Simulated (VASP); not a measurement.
Write the native input for VASP 6.6.1 that does the following.

* Task: single point
* Functional: RPBE
* Potentials or basis: VASP PAW PBE potentials, release 64 (Ba_sv)
* Cutoff: 520 eV
* k mesh: 9 × 9 × 9
* Occupations: fermi-dirac, width 0.1 eV
* Spin: non-collinear spin, zero start, spin-orbit coupling
* Starting moments: [[0.0, 0.0, 0.0]] μB
* Dipole correction: no
* Further INCAR settings: ALGO = Normal; EDIFF = 1e-07; NBANDS = 21

The structure of Ba lies in POSCAR:

```
Ba
1.0
   -2.5756126701      2.5756126701      2.5756126701
    2.5756126701     -2.5756126701      2.5756126701
    2.5756126701      2.5756126701     -2.5756126701
Ba
1
Direct
    0.0000000000      0.0000000000      0.0000000000
```

These files were run (other wordings do the same):

INCAR

```
SYSTEM = Ba
PREC = Accurate ; ENCUT = 520
EDIFF = 1E-7 ; ISMEAR = -1
SIGMA = 0.1 ; LREAL = .False.
LASPH = .True. ; NELM = 150
ALGO = Normal ; ISIF = 2
LWAVE = .False. ; LCHARG = .False.
MAGMOM = 0 0 0 ; LORBIT = 11
LSORBIT = .True. ; GGA_COMPAT = .False.
LORBMOM = .True. ; GGA = RP
NBANDS = 21
```

KPOINTS

```
Automatic mesh
0
Gamma
  9 9 9
  0 0 0
```

Potentials or basis: VASP PAW PBE potentials, release 64 (Ba_sv).

Launch:

```bash
$ cat potpaw_PBE.64/Ba_sv/POTCAR > POTCAR
$ mpirun -np 1 vasp_ncl > vasp.out
```

It gave:

```json
{
  "Pressure": "0.1 GPa",
  "Net moment": "0.00 μB per cell",
  "Valence electrons inside the program's atomic spheres": "Ba 7.88"
}
```

Caveat: the PAW data sets were made with another functional, which shifts forces and pressure a little.

Run time: 3.2 min on 1 thread of Intel Xeon 8259CL (shared host), peak memory 0.4 GiB.
